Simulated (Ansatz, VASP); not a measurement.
# MgO: VASP beside Ansatz

```
Mg O
1.0
     3.28883    0.00000    0.00000
    -1.64441    2.84821    0.00000
     0.00000    0.00000    5.03226
Mg O
2 2
Cartesian
  0.0000 1.8988 0.0244
  1.6444 0.9494 2.5406
  0.0000 1.8988 2.0116
  1.6444 0.9494 4.5278
```

Alike in both runs: task single point; functional r2SCAN; k mesh 6 × 6 × 4; occupations gaussian, width 0.05 eV; no spin polarisation.

```csv
,VASP,Ansatz
version,VASP 6.6.1,Ansatz 0.2.0
potentials or method,"VASP PAW PBE potentials, release 64 (Mg, O), cutoff 520 eV","scalar-relativistic, plane waves, PAW"
valence electrons in the cell,16,32
```

|  | VASP | Ansatz | Ansatz less VASP |
| --- | --- | --- | --- |
| gap on the k mesh at the Fermi level (eV) | 4.21 | 4.22 | +0.014 |
| least direct gap on the mesh (eV) | 4.21 | 4.22 | +0.014 |
| pressure (GPa) | -0.5 | 0.0 | +0.55 |
| traceless stress, the component that is largest in VASP (GPa) | 0.06 | 0.00 | -0.056 |

VASP's potentials were made for PBE, not for r2SCAN. VASP's potentials hold 16 valence electrons a cell and Ansatz's 32, so a difference there can come from the potentials and not from the codes.
